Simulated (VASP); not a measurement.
Here is a VASP 6.6.1 calculation.

INCAR

```
  PREC = Accurate
  ENCUT = 520
  EDIFF = 1E-6
  ISMEAR = -1
  SIGMA = 0.3
  LREAL = F
  LASPH = T
  NELM = 100
  ALGO = Normal
  ISIF = 2
  LWAVE = F
  LCHARG = F
  GGA = PE
  NBANDS = 8
```

File KPOINTS:

```
regular mesh
0
Gamma
  7 7 7
```

POSCAR

```
As
1.0
    2.7354548141      0.0000000000      0.0000000000
    0.0000000000      2.7354548141      0.0000000000
    0.0000000000      0.0000000000      2.7354548141
As
1
Direct
    0.5000000000      0.5000000000      0.5000000000
```

Potentials or basis: VASP PAW PBE potentials, release 64 (As).

Command:

```sh
$ cat potpaw_PBE.64/As/POTCAR > POTCAR
$ mpirun -np 1 vasp_std > vasp.out
```

**Question.** Predict the pressure.

**Answer.** 0.2 GPa.
